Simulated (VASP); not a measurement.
**Ti: single point with PBE**

Ti:

```
Ti
1.0
     0.00000    2.05598    2.05598
     2.05598    0.00000    2.05598
     2.05598    2.05598    0.00000
Ti
1
Direct
  0.00000 0.00000 0.00000
```

| Item | Value |
| --- | --- |
| Program | VASP 6.6.1 |
| Task | single point |
| Functional | PBE |
| Potentials or basis | VASP PAW PBE potentials, release 64 (Ti_sv) |
| Cutoff | 520 eV |
| k mesh | 18 × 18 × 18 |
| Occupations | gaussian, width 0.1 eV |
| Spin | no spin polarisation |
| Dipole correction | no |
| Further INCAR settings | ALGO = Fast; EDIFF = 1e-06; NBANDS = 12 |

- Pressure: -0.3 GPa
- Band gap on the k mesh: zero (band 6 reaches 9.09 eV, above the bottom of band 7 at 7.78 eV)

Levels at points of the mesh, in eV from the Fermi level:
```csv
k point,band 3,band 4,band 5,band 6,band 7,band 8,band 9,band 10
"(0.00, 0.00, 0.00)",-32.57,-32.57,-6.09,0.87,0.87,0.87,2.50,2.50
"(0.50, 0.00, 0.00)",-32.66,-32.66,-2.58,0.63,0.76,0.76,3.57,3.57
"(0.50, 0.50, 0.00)",-32.81,-32.81,-2.57,-1.71,2.84,3.56,3.84,3.84
```

Wall time 2.1 min on 1 thread of AMD EPYC 7R13 (shared host), peak memory 0.13 GiB.
